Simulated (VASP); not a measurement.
## BN: single point with PBE

Crystal: BN.

```
CELL_PARAMETERS angstrom
0.00000 1.82501 1.82501
1.82501 0.00000 1.82501
1.82501 1.82501 0.00000
ATOMIC_POSITIONS crystal
B 0.00000 0.00000 0.00000
N 0.75000 0.75000 0.75000
```

* Program: VASP 6.6.1
* Task: single point
* Functional: PBE
* Potentials or basis: VASP PAW PBE potentials, release 64 (B, N)
* Cutoff: 600 eV
* k mesh: 12 × 12 × 12
* Occupations: gaussian, width 0.1 eV
* Spin: no spin polarisation
* Dipole correction: no
* Further INCAR settings: ALGO = Normal; EDIFF = 1e-06; NBANDS = 11

```json
{
  "Pressure": "-7.6 GPa",
  "Band gap on the k mesh": "4.43 eV, indirect (least direct gap 8.68 eV)"
}
```

Levels at points of the mesh, in eV from the valence-band top:
| k point | band 1 | band 2 | band 3 | band 4 | band 5 | band 6 | band 7 | band 8 |
| --- | --- | --- | --- | --- | --- | --- | --- | --- |
| (0.00, 0.00, 0.00) | -19.91 | 0.00 | 0.00 | 0.00 | 8.68 | 8.68 | 8.68 | 9.88 |
| (0.50, 0.00, 0.00) | -15.83 | -10.43 | -1.89 | -1.89 | 9.77 | 10.55 | 10.55 | 14.96 |
| (0.50, 0.50, 0.00) | -14.50 | -8.73 | -4.76 | -4.76 | 4.43 | 9.07 | 17.48 | 17.48 |

It took 14 s on 1 thread of Intel Xeon 8259CL, on a shared host, peak memory 0.13 GiB.

A k mesh can miss the band edges.
